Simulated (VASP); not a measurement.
# Sc (Fm-3m) in VASP: a series of runs

Aim: see how the results for Sc move with the level of theory and the settings. Levels: revPBE, BLYP, r2SCAN, LDA. Tasks: single point, relaxation of cell and atoms.

Everything below comes from runs of VASP 6.6.1. Logs are shortened: lines on timing, memory, paths and dates and some standing lists are left out, and cuts for length are marked.

## 1. The cell of the first run

It takes space group Fm-3m (No. 225, cubic). The conventional cell has a = 4.669 Å, b = 4.669 Å, c = 4.669 Å, α = 90.00°, β = 90.00°, γ = 90.00°. Within 4.3 Å of Sc (site symmetry m-3m) lie 12 Sc at 3.30 Å.

## 2. Single point, revPBE

The input, INCAR:

```
SYSTEM = Sc
PREC = Accurate ; ENCUT = 520
EDIFF = 1E-6 ; ISMEAR = -1
SIGMA = 0.05 ; LREAL = .False.
LASPH = .True. ; NELM = 60
ALGO = Normal ; ISIF = 2
LWAVE = .False. ; LCHARG = .False.
GGA = RE ; NBANDS = 12
```

The input, KPOINTS:

```
regular mesh
0
Gamma
  10 10 10
  0 0 0
```

The input, POSCAR:

```
Sc
1.0
    0.0000000000      2.3345519901      2.3345519901
    2.3345519901      0.0000000000      2.3345519901
    2.3345519901      2.3345519901      0.0000000000
Sc
1
Direct
    0.0000000000      0.0000000000      0.0000000000
```

Potentials or basis: VASP PAW PBE potentials, release 64 (Sc_sv).

Started as:

```
$ cat potpaw_PBE.64/Sc_sv/POTCAR > POTCAR
$ mpirun -np 1 vasp_std > vasp.out
```

OUTCAR:

```text
SYSTEM = Sc
   PREC = Accurate
   ENCUT = 520
   EDIFF = 1E-6
   ISMEAR = -1
   LREAL = .False.
   LASPH = .True.
   NELM = 60
   ISIF = 2
   GGA = RE

 ion  position               nearest neighbor table
   1  0.000  0.000  0.000-

  LATTYP: Found a face centered cubic cell.
 ALAT       =     4.6691039802

  Lattice vectors:

 A1 = (   0.0000000000,   2.3345519901,   2.3345519901)
 A2 = (   2.3345519901,   0.0000000000,   2.3345519901)
 A3 = (   2.3345519901,   2.3345519901,   0.0000000000)

Analysis of symmetry for initial positions (statically):
=====================================================================
 Subroutine PRICEL returns:
 Original cell was already a primitive cell.

 Routine SETGRP: Setting up the symmetry group for a
 face centered cubic supercell.

 Subroutine GETGRP returns: Found 48 space group operations
 (whereof 48 operations were pure point group operations)
 out of a pool of 48 trial point group operations.

The static configuration has the point symmetry O_h .

Analysis of symmetry for dynamics (positions and initial velocities):
=====================================================================
 Subroutine PRICEL returns:
 Original cell was already a primitive cell.

 Routine SETGRP: Setting up the symmetry group for a
 face centered cubic supercell.

 Subroutine GETGRP returns: Found 48 space group operations
 (whereof 48 operations were pure point group operations)
 out of a pool of 48 trial point group operations.

The dynamic configuration has the point symmetry O_h .

 Subroutine INISYM returns: Found 48 space group operations
 (whereof 48 operations are pure point group operations),
 and found     1 'primitive' translations

----------------------------------------------------------------------------------------

                                     Primitive cell

  volume of cell :      25.4472

  direct lattice vectors                    reciprocal lattice vectors
     0.000000000  2.334551990  2.334551990    -0.214173855  0.214173855  0.214173855
     2.334551990  0.000000000  2.334551990     0.214173855 -0.214173855  0.214173855
     2.334551990  2.334551990  0.000000000     0.214173855  0.214173855 -0.214173855

  length of vectors
     3.301555086  3.301555086  3.301555086     0.370959999  0.370959999  0.370959999

  position of ions in fractional coordinates (direct lattice)
     0.000000000  0.000000000  0.000000000

  ion indices of the primitive-cell ions
   primitive index   ion index
                 1           1

----------------------------------------------------------------------------------------

 KPOINTS: regular mesh

Automatic generation of k-mesh.
 Grid dimensions read from file:
 generate k-points for:   10   10   10

 Generating k-lattice:

  Cartesian coordinates                     Fractional coordinates (reciprocal lattice)
    -0.021417386  0.021417386  0.021417386     0.100000000  0.000000000  0.000000000
     0.021417386 -0.021417386  0.021417386     0.000000000  0.100000000  0.000000000
     0.021417386  0.021417386 -0.021417386     0.000000000  0.000000000  0.100000000

  Length of vectors
     0.037096000  0.037096000  0.037096000

  Shift w.r.t. Gamma in fractional coordinates (k-lattice)
     0.000000000  0.000000000  0.000000000

 Subroutine IBZKPT returns following result:
 ===========================================

 Found     47 irreducible k-points:

 Following reciprocal coordinates:
            Coordinates               Weight
  0.000000  0.000000  0.000000      1.000000
  0.100000  0.000000  0.000000      8.000000
  0.200000  0.000000  0.000000      8.000000
  0.300000  0.000000  0.000000      8.000000
  0.400000  0.000000  0.000000      8.000000
  0.500000  0.000000  0.000000      4.000000
[... 16 lines left out ...]
  0.300000  0.300000  0.000000      6.000000
  0.400000  0.300000  0.000000     24.000000
 [... further k-points ...]
   k-points           NKPTS =     47   k-points in BZ     NKDIM =     47   number of bands    NBANDS=     12
   number of dos      NEDOS =    301   number of ions     NIONS =      1
   total plane-waves  NPLWV =  21952
   dimension x,y,z NGX =    28 NGY =   28 NGZ =   28
   dimension x,y,z NGXF=    56 NGYF=   56 NGZF=   56
   ions per type =               1
   NGX,Y,Z   is equivalent  to a cutoff of  14.10, 14.10, 14.10 a.u.
   NGXF,Y,Z  is equivalent  to a cutoff of  28.20, 28.20, 28.20 a.u.
 SYSTEM =  Sc
   PREC   = accura    normal or accurate (medium, high low for compatibility)
   ISTART =      0    job   : 0-new  1-cont  2-samecut
   ICHARG =      2    charge: 1-file 2-atom 10-const
   ISPIN  =      1    spin polarized calculation?
   LNONCOLLINEAR =      F non collinear calculations
   LSORBIT =      F    spin-orbit coupling
   LASPH  =      T    aspherical Exc in radial PAW
   ENCUT  =  520.0 eV  38.22 Ry    6.18 a.u.   6.14  6.14  6.14*2*pi/ulx,y,z
   NELM   =     60;   NELMIN=  2; NELMDL= -5     # of ELM steps
   EDIFF  = 0.1E-05   stopping-criterion for ELM
   LREAL  =      F    real-space projection
   EDIFFG = 0.1E-04   stopping-criterion for IOM
   NSW    =      0    number of steps for IOM
   IBRION =     -1    ionic relax: 0-MD 1-quasi-New 2-CG
   NFREE  =      0    steps in history (QN), initial steepest desc. (CG)
   ISIF   =      2    stress and relaxation
   ISYM   =      2    0-nonsym 1-usesym 2-fastsym
   POTIM  = 0.5000    time-step for ionic-motion
   TEBEG  =    0.0;   TEEND  =   0.0 temperature during run
   PSTRESS=    0.0 pullay stress
   NELECT =      11.0000    total number of electrons
   NUPDOWN=      -1.0000    fix difference up-down
   EMIN   =  10.00;   EMAX   =-10.00  energy-range for DOS
   EFERMI =   0.00;   METHOD = LEGACY
   ISMEAR =    -1;   SIGMA  =   0.05  broadening in eV -4-tet -1-fermi 0-gaus
   EFERMI_NEDOS =   21; number of points for ismear=-14 and -15
   IALGO  =     38    algorithm
   IMIX   =      4    mixing-type and parameters
     AMIX     =   0.40;   BMIX     =  1.00
     AMIX_MAG =   1.60;   BMIX_MAG =  1.00
  volume/ion in A,a.u.               =      25.45       171.73
  Fermi-wavevector in a.u.,A,eV,Ry     =   1.237824  2.339148 20.846954  1.532208
  Thomas-Fermi vector in A             =   2.372375
   LORBIT       =      0    0 simple, 1 ext, 2 COOP (PROOUT), +10 PAW based schemes
   GGA     = RE    functional components
   LHFCALC =     F    Hartree Fock is set to
   AEXX    =    0.0000 exact exchange contribution
   IVDW    =     0    specifies the selected vdW correction
   LEPSILON=     F    determine dielectric tensor
   LRPA    =     F    only Hartree local field effects (RPA)
 non-spin polarized calculation
  energy-cutoff  :      520.00
  volume of cell :       25.45
 maximum number of plane-waves:       701
 NGX is ok and might be reduce to    28
   NGX = 13   NGY = 13   NGZ = 13

 number of electron      11.0000000 magnetization

 Free energy of the ion-electron system (eV)
  ---------------------------------------------------
  ext. energy  EPLUGINS =         0.00000000
  ---------------------------------------------------
  free energy    TOTEN  =        -5.95524916 eV

  energy without entropy =       -5.93642276  energy(sigma->0) =       -5.94583596

 E-fermi :   3.6350     XC(G=0):  -9.6609

 val. band max:        3.5932790468   @ k =  -0.3000   0.4000   0.2000
 cond. band min:       3.6434880104   @ k =  -0.4000   0.4000   0.2000
 fundamental gap:      0.0502089636
 Fermi energy:         3.6349587253

 k-point     1 :       0.0000    0.0000    0.0000
  band No.  band energies     occupation
      1     -45.9914      2.00000
      2     -24.3768      2.00000
      3     -24.3768      2.00000
      4     -24.3768      2.00000
      5      -1.4929      2.00000
      6       5.1879      0.00000
      7       5.1879      0.00000
      8       5.1879      0.00000
      9       6.5062      0.00000
     10       6.5062      0.00000
     11      15.9322      0.00000
     12      19.2246      0.00000

 k-point     2 :       0.1000    0.0000    0.0000
  band No.  band energies     occupation
      1     -45.9866      2.00000
      2     -24.4110      2.00000
      3     -24.3812      2.00000
      4     -24.3812      2.00000
      5      -1.2487      2.00000
      6       5.0123      0.00000
      7       5.2729      0.00000
      8       5.2729      0.00000
      9       6.4503      0.00000
     10       6.4503      0.00000
     11      16.0768      0.00000
     12      17.5783      0.00000

 k-point     3 :       0.2000    0.0000    0.0000
  band No.  band energies     occupation
      1     -45.9739      2.00000
      2     -24.4997      2.00000
      3     -24.3928      2.00000
      4     -24.3928      2.00000
      5      -0.5559      2.00000
      6       4.5967      0.00000
      7       5.3983      0.00000
      8       5.3983      0.00000
      9       6.4384      0.00000
     10       6.4384      0.00000
     11      14.8194      0.00000
     12      16.6635      0.00000

 k-point     4 :       0.3000    0.0000    0.0000
  band No.  band energies     occupation
      1     -45.9582      2.00000
      2     -24.6075      2.00000
      3     -24.4072      2.00000
      4     -24.4072      2.00000
      5       0.4490      2.00000
      6       4.1562      0.00006
      7       5.3192      0.00000
      8       5.3192      0.00000
      9       6.7394      0.00000
     10       6.7394      0.00000
     11      12.6327      0.00000
     12      16.1786      0.00000

 k-point     5 :       0.4000    0.0000    0.0000
  band No.  band energies     occupation
      1     -45.9455      2.00000
      2     -24.6934      2.00000
      3     -24.4187      2.00000
      4     -24.4187      2.00000
      5       1.4593      2.00000
      6       3.8645      0.02009
      7       5.1569      0.00000
      8       5.1569      0.00000
      9       7.1592      0.00000
     10       7.1592      0.00000
     11      10.8534      0.00000
     12      15.5549      0.00000

 k-point     6 :       0.5000    0.0000    0.0000
  band No.  band energies     occupation
      1     -45.9407      2.00000
      2     -24.7259      2.00000
      3     -24.4231      2.00000
      4     -24.4231      2.00000
      5       1.9176      2.00000
      6       3.7839      0.09675
      7       5.0870      0.00000
      8       5.0870      0.00000
      9       7.3500      0.00000
     10       7.3500      0.00000
     11      10.1090      0.00000
     12      15.3043      0.00000

 k-point     7 :       0.1000    0.1000    0.0000
  band No.  band energies     occupation
      1     -45.9849      2.00000
      2     -24.4102      2.00000
      3     -24.3887      2.00000
      4     -24.3887      2.00000
      5      -1.1680      2.00000
      6       4.9281      0.00000
      7       5.3283      0.00000
      8       5.3283      0.00000
      9       6.2559      0.00000
     10       6.5810      0.00000
     11      16.2071      0.00000
     12      18.0064      0.00000

 k-point     8 :       0.2000    0.1000    0.0000
  band No.  band energies     occupation
      1     -45.9749      2.00000
      2     -24.4759      2.00000
      3     -24.4029      2.00000
      4     -24.3976      2.00000
      5      -0.6262      2.00000
      6       4.5958      0.00000
      7       5.4479      0.00000
      8       5.4866      0.00000
      9       6.0841      0.00000
     10       6.6534      0.00000
     11      15.6862      0.00000
     12      16.7188      0.00000
[... 166 lines left out ...]
 k-point    20 :      -0.4000    0.2000    0.0000
  band No.  band energies     occupation
      1     -45.9339      2.00000
      2     -24.6793      2.00000
      3     -24.5100      2.00000
      4     -24.4404      2.00000
      5       2.5639      2.00000
      6       3.4561      1.94564
      7       4.5107      0.00000
      8       5.6242      0.00000
      9       7.1037      0.00000
     10       8.2640      0.00000
     11      10.1351      0.00000
     12      13.9046      0.00000

 k-point    21 :      -0.3000    0.2000    0.0000
  band No.  band energies     occupation
      1     -45.9408      2.00000
      2     -24.6427      2.00000
      3     -24.5060      2.00000
      4     -24.4233      2.00000
      5       1.8199      2.00000
      6       3.8725      0.01715
      7       4.5043      0.00000
      8       5.6740      0.00000
      9       6.5593      0.00000
     10       7.9161      0.00000
     11      11.6902      0.00000
     12      13.6896      0.00000

 k-point    22 :      -0.2000    0.2000    0.0000
  band No.  band energies     occupation
      1     -45.9528      2.00000
      2     -24.5903      2.00000
      3     -24.4729      2.00000
      4     -24.4055      2.00000
      5       0.8115      2.00000
      6       4.1126      0.00014
      7       4.8978      0.00000
      8       5.8289      0.00000
      9       6.0244      0.00000
     10       7.3930      0.00000
     11      13.6154      0.00000
     12      14.0731      0.00000

 k-point    23 :       0.3000    0.3000    0.0000
  band No.  band energies     occupation
      1     -45.9474      2.00000
      2     -24.5964      2.00000
      3     -24.4587      2.00000
      4     -24.4587      2.00000
      5       0.9855      2.00000
      6       3.6828      0.55508
      7       5.0139      0.00000
      8       6.4071      0.00000
      9       6.4071      0.00000
     10       7.0418      0.00000
     11      14.9130      0.00000
     12      14.9130      0.00000

 k-point    24 :       0.4000    0.3000    0.0000
  band No.  band energies     occupation
      1     -45.9373      2.00000
      2     -24.6423      2.00000
      3     -24.4837      2.00000
      4     -24.4727      2.00000
      5       1.6786      2.00000
      6       3.4582      1.94332
      7       4.7614      0.00000
      8       6.5317      0.00000
      9       7.0229      0.00000
     10       7.3014      0.00000
     11      13.0468      0.00000
     12      14.2142      0.00000

 [... further k-points ...]
[... 5 lines left out ...]
  --------------------------------------------------------------------------------------
  -------------------------------------------------------------------------------------
  Total        0.0012272      0.0012272      0.0012272      0.0000000      0.0000000      0.0000000
  in kB        0.0772662      0.0772662      0.0772662      0.0000000      0.0000000      0.0000000
  external PRESSURE =       0.0772662 kB  Pullay stress =       0.0000000 kB

 VOLUME and BASIS-vectors are now :
 -----------------------------------------------------------------------------
  energy-cutoff  :      520.00
  volume of cell :       25.45
      direct lattice vectors                 reciprocal lattice vectors
     0.000000000  2.334551990  2.334551990    -0.214173855  0.214173855  0.214173855
     2.334551990  0.000000000  2.334551990     0.214173855 -0.214173855  0.214173855
     2.334551990  2.334551990  0.000000000     0.214173855  0.214173855 -0.214173855

 POSITION                                       TOTAL-FORCE (eV/Angst)
 -----------------------------------------------------------------------------------
      0.00000      0.00000      0.00000         0.000000      0.000000      0.000000
 -----------------------------------------------------------------------------------
    total drift:                               -0.000000     -0.000000     -0.000000

  FREE ENERGIE OF THE ION-ELECTRON SYSTEM (eV)
  ---------------------------------------------------
  free  energy   TOTEN  =        -5.9552491558 eV

  energy  without entropy=       -5.9364227576  energy(sigma->0) =       -5.94583596
```

It took 20 s on 1 thread of Intel Xeon Platinum 8259CL at 2.50GHz (Skylake/Cascade Lake), shared host; peak memory 0.16 GiB.

Results:

```
Free energy : -5.9552 eV
Pressure    : 0.0 GPa
```

Levels at points of the mesh, in eV from the Fermi level:
```
           k point  band 3  band 4  band 5  band 6  band 7  band 8
(0.00, 0.00, 0.00)  -28.01  -28.01   -5.13    1.55    1.55    1.55
(0.50, 0.00, 0.00)  -28.06  -28.06   -1.72    0.15    1.45    1.45
(0.50, 0.50, 0.00)  -28.14  -28.14   -1.45   -0.57    1.80    3.71
```

Caveat: the PAW data sets were made with another functional, which shifts forces and pressure a little.

## 3. Single point, BLYP

This run uses another cell than the first one, of 24.97 Å³/atom, 0.981 times its volume.

The input, INCAR:

```
PREC     = Accurate       # precision mode
ENCUT    = 520            # plane-wave cutoff, eV
EDIFF    = 1E-6           # SCF threshold, eV
ISMEAR   = -1             # smearing method
SIGMA    = 0.05           # smearing width, eV
LREAL    = F              # projectors in reciprocal space
LASPH    = T              # aspherical terms in the spheres
NELM     = 80             # most SCF steps
ALGO     = Normal         # electronic algorithm
ISIF     = 2              # what is computed and relaxed
LWAVE    = F              # write WAVECAR
LCHARG   = T              # write CHGCAR
GGA      = B5             # functional
ALDAX    = 1.0          
AGGAX    = 1.0          
AGGAC    = 1.0          
ALDAC    = 0.0          
LELF     = T              # ELF
LVHAR    = T            
NBANDS   = 12             # bands
```

The input, KPOINTS:

```
regular mesh
0
Gamma
  10 10 10
```

The input, POSCAR:

```
Sc
1.0
    0.0000000000      2.3199566539      2.3199566539
    2.3199566539      0.0000000000      2.3199566539
    2.3199566539      2.3199566539      0.0000000000
Sc
1
Direct
    0.0000000000      0.0000000000      0.0000000000
```

Potentials or basis: VASP PAW PBE potentials, release 64 (Sc_sv).

Started as:

```
$ cat potpaw_PBE.64/Sc_sv/POTCAR > POTCAR
$ mpirun -np 1 vasp_std > vasp.out
```

It took 16 s on 1 thread of Intel Xeon Platinum 8259CL at 2.50GHz (Skylake/Cascade Lake), shared host; peak memory 0.14 GiB.

Results (log left out):

```
Free energy : -5.2953 eV
Pressure    : 0.0 GPa
```

Levels at points of the mesh, in eV from the Fermi level:
| k point | band 1 | band 2 | band 3 | band 4 | band 5 | band 6 | band 7 | band 8 | band 9 | band 10 |
| --- | --- | --- | --- | --- | --- | --- | --- | --- | --- | --- |
| (0.00, 0.00, 0.00) | -49.31 | -27.88 | -27.88 | -27.88 | -5.05 | 1.46 | 1.46 | 1.46 | 2.79 | 2.79 |
| (0.50, 0.00, 0.00) | -49.25 | -28.26 | -27.93 | -27.93 | -1.73 | 0.37 | 1.37 | 1.37 | 3.65 | 3.65 |
| (0.50, 0.50, 0.00) | -49.24 | -28.24 | -28.02 | -28.02 | -1.48 | -0.65 | 2.02 | 3.65 | 3.88 | 3.88 |

Caveat: the PAW data sets were made with another functional, which shifts forces and pressure a little.

[end of part 1 of 2]
